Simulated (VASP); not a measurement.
W, 1 atom in the cell. It takes space group Pm-3m (No. 221, cubic). The conventional cell has a = 2.577 Å, b = 2.577 Å, c = 2.577 Å, α = 90.00°, β = 90.00°, γ = 90.00°. Within 3.4 Å of W (site symmetry m-3m) lie 6 W at 2.58 Å.  This cell differs from its parent crystal: volume scaled by 0.92.

- Program: VASP 6.6.1
- Task: single point
- Functional: RPBE
- Potentials or basis: VASP PAW PBE potentials, release 64 (W_sv)
- Cutoff: 520 eV
- k mesh: 13 × 13 × 13
- Occupations: fermi-dirac, width 0.1 eV
- Spin: no spin polarisation
- Dipole correction: no
- Further INCAR settings: ALGO = Normal; EDIFF = 1e-06; NBANDS = 13

Potentials or basis: VASP PAW PBE potentials, release 64 (W_sv).

The run is started by

```console
$ cat potpaw_PBE.64/W_sv/POTCAR > POTCAR
$ mpirun -np 1 vasp_std > vasp.out
```

Hardware: 1 thread of Intel Xeon 6975P-C, on a shared host.

Estimate the wall time of this run.

It took 6.5 s on 1 thread of Intel Xeon 6975P-C, on a shared host, peak memory 0.14 GiB. Counts: scf iterations 11, k points 84.
